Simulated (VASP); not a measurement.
# Al (I4_1/amd) in VASP: a series of runs

Runs on Al. Level: PBE. Tasks: relaxation of cell and atoms.

Everything below comes from runs of VASP 6.6.1. Logs are shortened: lines on timing, memory, paths and dates and some standing lists are left out, and cuts for length are marked.

### 1 The cell of the first run

The structure is tetragonal, space group I4_1/amd (No. 141). The conventional cell has a = 4.927 Å, b = 4.927 Å, c = 2.710 Å, α = 90.00°, β = 90.00°, γ = 90.00°. Within 3.4 Å of Al (site symmetry -4m2) lie 10 Al at 2.55 to 3.19 Å.

### 2 Relaxation of cell and atoms, PBE, target pressure 2.6 GPa, at which the enthalpy is minimised

INCAR reads:

```
SYSTEM = Al
PREC = Accurate ; ENCUT = 600
EDIFF = 1E-6 ; ISMEAR = -1
SIGMA = 0.05 ; LREAL = .FALSE.
LASPH = .TRUE. ; NELM = 100
ALGO = Normal ; ISIF = 3
LWAVE = .FALSE. ; LCHARG = .FALSE.
GGA = PE ; IBRION = 2
NSW = 60 ; EDIFFG = -0.005
PSTRESS = 26.0
```

KPOINTS reads:

```
Automatic mesh
0
G
  16 16 16
  0 0 0
```

POSCAR reads:

```
Al
1.0
   -2.4632761099      2.4632761099      1.3548018604
    2.4632761099     -2.4632761099      1.3548018604
    2.4632761099      2.4632761099     -1.3548018604
Al
2
Direct
   -0.3750000000     -0.1250000000     -0.2500000000
    0.3750000000      0.1250000000      0.2500000000
```

Potentials or basis: VASP PAW PBE potentials, release 64 (Al).

The run is started by

```
cat potpaw_PBE.64/Al/POTCAR > POTCAR
mpirun -np 1 vasp_std > vasp.out
```

OUTCAR:

```text
SYSTEM = Al
   PREC = Accurate
   ENCUT = 600
   EDIFF = 1E-6
   ISMEAR = -1
   LREAL = .FALSE.
   LASPH = .TRUE.
   NELM = 100
   ISIF = 3
   GGA = PE
   IBRION = 2
   NSW = 60
   EDIFFG = -0.005
   PSTRESS = 26.0

 ion  position               nearest neighbor table
   1  0.625  0.875  0.750-   2 2.55   2 2.55   2 2.55   2 2.55   2 3.19   2 3.19   2 3.19   2 3.19

   2  0.375  0.125  0.250-   1 2.55   1 2.55   1 2.55   1 2.55   1 3.19   1 3.19   1 3.19   1 3.19

  LATTYP: Found a body centered tetragonal cell.
 ALAT       =     4.9265522198
 C/A-ratio  =     0.5500000000

  Lattice vectors:

 A1 = (  -2.4632761099,   2.4632761099,   1.3548018604)
 A2 = (   2.4632761099,  -2.4632761099,   1.3548018604)
 A3 = (   2.4632761099,   2.4632761099,  -1.3548018604)

Analysis of symmetry for initial positions (statically):
=====================================================================
 Subroutine PRICEL returns:
 Original cell was already a primitive cell.

 Routine SETGRP: Setting up the symmetry group for a
 body centered tetragonal supercell.

 Subroutine GETGRP returns: Found 16 space group operations
 (whereof  4 operations were pure point group operations)
 out of a pool of 16 trial point group operations.

The static configuration has the point symmetry C_2h.
 The point group associated with its full space group is D_4h.

Analysis of symmetry for dynamics (positions and initial velocities):
=====================================================================
 Subroutine PRICEL returns:
 Original cell was already a primitive cell.

 Routine SETGRP: Setting up the symmetry group for a
 body centered tetragonal supercell.

 Subroutine GETGRP returns: Found 16 space group operations
 (whereof  4 operations were pure point group operations)
 out of a pool of 16 trial point group operations.

The dynamic configuration has the point symmetry C_2h.
 The point group associated with its full space group is D_4h.

 Subroutine INISYM returns: Found 16 space group operations
 (whereof  4 operations are pure point group operations),
 and found     1 'primitive' translations

----------------------------------------------------------------------------------------

                                     Primitive cell

  volume of cell :      32.8823

  direct lattice vectors                    reciprocal lattice vectors
    -2.463276110  2.463276110  1.354801860     0.000000000  0.202981711  0.369057657
     2.463276110 -2.463276110  1.354801860     0.202981711  0.000000000  0.369057657
     2.463276110  2.463276110 -1.354801860     0.202981711  0.202981711  0.000000000

  length of vectors
     3.737772929  3.737772929  3.737772929     0.421194883  0.421194883  0.287059489

  position of ions in fractional coordinates (direct lattice)
     0.625000000  0.875000000  0.750000000
     0.375000000  0.125000000  0.250000000

  ion indices of the primitive-cell ions
   primitive index   ion index
                 1           1
                 2           2

----------------------------------------------------------------------------------------

 KPOINTS: Automatic mesh

Automatic generation of k-mesh.
 Grid dimensions read from file:
 generate k-points for:   16   16   16

 Generating k-lattice:

  Cartesian coordinates                     Fractional coordinates (reciprocal lattice)
     0.000000000  0.012686357  0.023066104     0.062500000  0.000000000 -0.000000000
     0.012686357  0.000000000  0.023066104     0.000000000  0.062500000 -0.000000000
     0.012686357  0.012686357  0.000000000     0.000000000  0.000000000  0.062500000

  Length of vectors
     0.026324680  0.026324680  0.017941218

  Shift w.r.t. Gamma in fractional coordinates (k-lattice)
     0.000000000  0.000000000  0.000000000

 Subroutine IBZKPT returns following result:
 ===========================================

 Found    349 irreducible k-points:

 Following reciprocal coordinates:
            Coordinates               Weight
  0.000000  0.000000  0.000000      1.000000
  0.062500  0.000000  0.000000      8.000000
  0.125000  0.000000  0.000000      8.000000
  0.187500 -0.000000  0.000000      8.000000
  0.250000  0.000000  0.000000      8.000000
  0.312500  0.000000  0.000000      8.000000
[... 16 lines left out ...]
 -0.125000  0.062500  0.000000     16.000000
 -0.062500  0.062500  0.000000      4.000000
 [... further k-points ...]
   k-points           NKPTS =    349   k-points in BZ     NKDIM =    349   number of bands    NBANDS=      7
   number of dos      NEDOS =    301   number of ions     NIONS =      2
   total plane-waves  NPLWV =  27000
   dimension x,y,z NGX =    30 NGY =   30 NGZ =   30
   dimension x,y,z NGXF=    60 NGYF=   60 NGZF=   60
   ions per type =               2
   NGX,Y,Z   is equivalent  to a cutoff of  13.34, 13.34, 13.34 a.u.
   NGXF,Y,Z  is equivalent  to a cutoff of  26.69, 26.69, 26.69 a.u.
 SYSTEM =  Al
   PREC   = accura    normal or accurate (medium, high low for compatibility)
   ISTART =      0    job   : 0-new  1-cont  2-samecut
   ICHARG =      2    charge: 1-file 2-atom 10-const
   ISPIN  =      1    spin polarized calculation?
   LNONCOLLINEAR =      F non collinear calculations
   LSORBIT =      F    spin-orbit coupling
   LASPH  =      T    aspherical Exc in radial PAW
   ENCUT  =  600.0 eV  44.10 Ry    6.64 a.u.   7.47  7.47  7.47*2*pi/ulx,y,z
   NELM   =    100;   NELMIN=  2; NELMDL= -5     # of ELM steps
   EDIFF  = 0.1E-05   stopping-criterion for ELM
   LREAL  =      F    real-space projection
   EDIFFG = -.5E-02   stopping-criterion for IOM
   NSW    =     60    number of steps for IOM
   IBRION =      2    ionic relax: 0-MD 1-quasi-New 2-CG
   NFREE  =      1    steps in history (QN), initial steepest desc. (CG)
   ISIF   =      3    stress and relaxation
   ISYM   =      2    0-nonsym 1-usesym 2-fastsym
   POTIM  = 0.5000    time-step for ionic-motion
   TEBEG  =    0.0;   TEEND  =   0.0 temperature during run
   PSTRESS=   26.0 pullay stress
   NELECT =       6.0000    total number of electrons
   NUPDOWN=      -1.0000    fix difference up-down
   EMIN   =  10.00;   EMAX   =-10.00  energy-range for DOS
   EFERMI =   0.00;   METHOD = LEGACY
   ISMEAR =    -1;   SIGMA  =   0.05  broadening in eV -4-tet -1-fermi 0-gaus
   EFERMI_NEDOS =   21; number of points for ismear=-14 and -15
   IALGO  =     38    algorithm
   IMIX   =      4    mixing-type and parameters
     AMIX     =   0.40;   BMIX     =  1.00
     AMIX_MAG =   1.60;   BMIX_MAG =  1.00
  volume/ion in A,a.u.               =      16.44       110.95
  Fermi-wavevector in a.u.,A,eV,Ry     =   0.928548  1.754702 11.730975  0.862202
  Thomas-Fermi vector in A             =   2.054737
   LORBIT       =      0    0 simple, 1 ext, 2 COOP (PROOUT), +10 PAW based schemes
   GGA     = PE    functional components
   LHFCALC =     F    Hartree Fock is set to
   AEXX    =    0.0000 exact exchange contribution
   IVDW    =     0    specifies the selected vdW correction
   LEPSILON=     F    determine dielectric tensor
   LRPA    =     F    only Hartree local field effects (RPA)
 conjugate gradient relaxation of ions
 non-spin polarized calculation
  energy-cutoff  :      600.00
  volume of cell :       32.88
 maximum number of plane-waves:      1126
 NGX is ok and might be reduce to    30
   NGX = 15   NGY = 15   NGZ = 15

--------------------------------------- Ionic step        1  -------------------------------------------

 number of electron       6.0000000 magnetization

 Free energy of the ion-electron system (eV)
  ---------------------------------------------------
  ext. energy  EPLUGINS =         0.00000000
  ---------------------------------------------------
  free energy    TOTEN  =        -6.70116394 eV

  energy without entropy =       -6.69372211  energy(sigma->0) =       -6.69744302

 E-fermi :   7.7799     XC(G=0): -10.1776

 val. band max:        7.7679489954   @ k =  -0.3750  -0.3750   0.3125
 cond. band min:       7.7828186412   @ k =  -0.1250  -0.4375   0.0625
 fundamental gap:      0.0148696458
 Fermi energy:         7.7799089339

 k-point     1 :       0.0000    0.0000    0.0000
  band No.  band energies     occupation
      1      -3.1702      2.00000
      2       7.6469      1.86924
      3       7.6469      1.86924
      4       9.2723      0.00000
      5       9.7713      0.00000
      6      16.8932      0.00000
      7      18.8151      0.00000
[... 221 lines left out ...]
 k-point    24 :      -0.0625    0.0625    0.0000
  band No.  band energies     occupation
      1      -3.1227      2.00000
      2       6.9283      2.00000
      3       7.6883      1.72393
      4       9.5014      0.00000
      5      10.3748      0.00000
      6      16.4271      0.00000
      7      18.3044      0.00000

 [... further k-points ...]
[... 5 lines left out ...]
  --------------------------------------------------------------------------------------
  -------------------------------------------------------------------------------------
  Total        3.4647072      3.4647072      1.3756287      0.0000000      0.0000000      0.0000000
  in kB      168.8166026    168.8166026     67.0270088      0.0000000      0.0000000      0.0000000
  external PRESSURE =     108.8867380 kB  Pullay stress =      26.0000000 kB
[... 213 lines left out ...]
  enthalpy is  TOTEN    =        -6.3275235868 eV   P V=        0.5992712099

--------------------------------------- Ionic step        7  -------------------------------------------

 number of electron       6.0000000 magnetization

 Free energy of the ion-electron system (eV)
  ---------------------------------------------------
  ext. energy  EPLUGINS =         0.00000000
  ---------------------------------------------------
  free energy    TOTEN  =        -6.92663886 eV

  energy without entropy =       -6.91819994  energy(sigma->0) =       -6.92241940

 E-fermi :   6.5829     XC(G=0):  -9.7572

 val. band max:        6.5821246270   @ k =   0.0625   0.0625   0.0625
 cond. band min:       6.5837303453   @ k =   0.3750   0.2500   0.1875
 fundamental gap:      0.0016057183
 Fermi energy:         6.5828694371

 k-point     1 :       0.0000    0.0000    0.0000
  band No.  band energies     occupation
      1      -3.5731      2.00000
      2       6.1559      1.99961
      3       6.1559      1.99961
      4       6.9260      0.00209
      5       8.6953      0.00000
      6      15.0489      0.00000
      7      16.6472      0.00000
[... 221 lines left out ...]
 k-point    24 :      -0.0625    0.0625    0.0000
  band No.  band energies     occupation
      1      -3.5310      2.00000
      2       5.4264      2.00000
      3       6.1939      1.99916
      4       7.3928      0.00000
      5       9.0662      0.00000
      6      14.4551      0.00000
      7      15.9454      0.00000

 [... further k-points ...]
[... 5 lines left out ...]
  --------------------------------------------------------------------------------------
  -------------------------------------------------------------------------------------
  Total        0.6042463      0.6042463      0.6012616     -0.0000000      0.0000000     -0.0000000
  in kB       26.2228634     26.2228634     26.0933347     -0.0000000      0.0000000     -0.0000000
  external PRESSURE =       0.1796872 kB  Pullay stress =      26.0000000 kB
[... 17 lines left out ...]
  FREE ENERGIE OF THE ION-ELECTRON SYSTEM (eV)
  ---------------------------------------------------
  free  energy   TOTEN  =        -6.9266388628 eV

  energy  without entropy=       -6.9181999431  energy(sigma->0) =       -6.92241940

  enthalpy is  TOTEN    =        -6.3275278994 eV   P V=        0.5991109634

 reached required accuracy - stopping structural energy minimisation
```

Wall time 5 min (1 thread of Intel Xeon Platinum 8259CL at 2.50GHz (Skylake/Cascade Lake), shared host); peak memory 0.23 GiB.

What came out:

```yaml
Free_energy: -6.9266 eV
Relaxed_volume: 18.46 Å³/atom
Relaxed_cell: a = 3.932 Å, b = 3.932 Å, c = 3.932 Å, α = 96.81°, β = 96.81°, γ = 139.71°
Space_group_after_relaxing_to_0.1_Å: I4_1/amd (No. 141)
Energy_change_on_relaxing_the_run_minimises_the_enthalpy: -112.7 meV/atom
Ionic_steps: 7
Pressure_after_relaxing: 2.6 GPa
Band_gap_on_the_k_mesh: zero (bands 3 and 4 overlap by 6.95 eV)
```

The path:
| step | energy change (eV) | largest force (eV/Å) | pressure (GPa) | volume (Å³) |
| --- | --- | --- | --- | --- |
| 1 | 0.0000 | 0.0000 | 13.49 | 32.88 |
| 2 | -0.2360 | 0.0000 | -0.13 | 38.46 |
| 3 | -0.2249 | 0.0000 | 2.17 | 37.15 |
| 4 | -0.2263 | 0.0000 | 2.00 | 37.24 |
| 5 | -0.2266 | 0.0000 | 2.43 | 37.01 |
| 6 | -0.2256 | 0.0000 | 2.60 | 36.93 |
| 7 | -0.2255 | 0.0000 | 2.62 | 36.92 |

Final structure:
```xyz
2
Lattice="-2.6106 2.6106 1.3543 2.6106 -2.6106 1.3543 2.6106 2.6106 -1.3543" Properties=species:S:1:pos:R:3 pbc="T T T"
Al    2.6106    1.3053    1.0157
Al    0.0000    1.3053    0.3386
```

Levels at points of the mesh, in eV from the Fermi level:
```
           k point  band 1  band 2  band 3  band 4  band 5  band 6
(0.00, 0.00, 0.00)  -10.16   -0.43   -0.43    0.34    2.11    8.47
(0.50, 0.00, 0.00)   -3.91   -3.91    0.22    0.88    1.40    2.31
(0.50, 0.50, 0.00)   -7.49   -7.49    2.00    2.00    3.72    3.72
(0.50, 0.50, 0.50)   -5.25   -5.25   -4.42   -4.42    8.51    8.51
```

Caveat: the cell is relaxed towards a set pressure, so the run minimises the enthalpy, not the energy.

### 3 Relaxation of cell and atoms, PBE, target pressure 2.6 GPa, at which the enthalpy is minimised

This run uses another cell than the first one, of 18.47 Å³/atom.

INCAR reads:

```
ALGO = Normal
EDIFF = 1E-6
EDIFFG = -0.005
ENCUT = 600
GGA = PE
IBRION = 2
ISIF = 3
ISMEAR = -1
LASPH = True
LCHARG = False
LREAL = False
LWAVE = False
NELM = 80
NSW = 32
PREC = Accurate
PSTRESS = 26.0
SIGMA = 0.05
```

KPOINTS reads:

```
k-points
0
Gamma
  16 16 16
```

POSCAR reads:

```
Al
1.0
   -2.6109379516      2.6109379516      1.3544491906
    2.6109379516     -2.6109379516      1.3544491906
    2.6109379516      2.6109379516     -1.3544491906
Al
2
Direct
   -0.3750000000     -0.1250000000     -0.2500000000
    0.3750000000      0.1250000000      0.2500000000
```

Potentials or basis: VASP PAW PBE potentials, release 64 (Al).

The run is started by

```
cat potpaw_PBE.64/Al/POTCAR > POTCAR
mpirun -np 1 vasp_std > vasp.out
```

Run time: 61 s. Hardware: 1 thread of Intel Xeon Platinum 8259CL at 2.50GHz (Skylake/Cascade Lake), shared host; peak memory 0.24 GiB.

The run converged. Its results:

```
Free energy             : -6.9270 eV
Pressure after relaxing : 2.6 GPa
Band gap on the k mesh  : zero (bands 3 and 4 overlap by 6.95 eV)
```

Final structure:
```
CELL_PARAMETERS angstrom
-2.61094 2.61094 1.35445
2.61094 -2.61094 1.35445
2.61094 2.61094 -1.35445
ATOMIC_POSITIONS crystal
Al 0.62500 0.87500 0.75000
Al 0.37500 0.12500 0.25000
```

Levels at points of the mesh, in eV from the Fermi level:
```tsv
k point	band 1	band 2	band 3	band 4	band 5	band 6	band 7
(0.00, 0.00, 0.00)	-10.15	-0.43	-0.43	0.34	2.11	8.46	10.06
(0.50, 0.00, 0.00)	-3.91	-3.91	0.22	0.88	1.40	2.31	6.26
(0.50, 0.50, 0.00)	-7.48	-7.48	2.00	2.00	3.72	3.72	10.94
(0.50, 0.50, 0.50)	-5.25	-5.25	-4.42	-4.42	8.51	8.51	14.12
```

Caveat: the cell is relaxed towards a set pressure, so the run minimises the enthalpy, not the energy.
